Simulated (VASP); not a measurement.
Y: single point with PBEsol

The system is Y.

```xyz
2
Lattice="3.5992 0.0000 0.0000 -1.7996 3.1170 0.0000 0.0000 0.0000 5.5816" Properties=species:S:1:pos:R:3 pbc="T T T"
Y     0.0000    2.0780    1.3954
Y     1.7996    1.0390    4.1862
```

* Program: VASP 6.6.1
* Task: single point
* Functional: PBEsol
* Potentials or basis: VASP PAW PBE potentials, release 64 (Y_sv)
* Cutoff: 520 eV
* k mesh: 15 × 15 × 8
* Occupations: gaussian, width 0.1 eV
* Spin: no spin polarisation

```yaml
Pressure: -0.1 GPa
Band_gap_on_the_k_mesh: zero (bands 11 and 12 overlap by 1.59 eV)
```

Levels at points of the mesh, in eV from the Fermi level:
| k point | band 9 | band 10 | band 11 | band 12 | band 13 | band 14 |
| --- | --- | --- | --- | --- | --- | --- |
| (0.00, 0.00, 0.00) | -4.77 | -1.92 | 1.14 | 1.77 | 1.77 | 2.19 |
| (0.00, 0.00, 0.50) | -3.25 | -3.25 | 1.02 | 1.02 | 1.66 | 1.66 |

It took 110 s on 1 thread of Intel(R) Xeon(R) 6975P-C (Granite Rapids) (shared host), peak memory 0.29 GiB.

Caveat: the PAW data sets were made with another functional, which shifts forces and pressure a little.
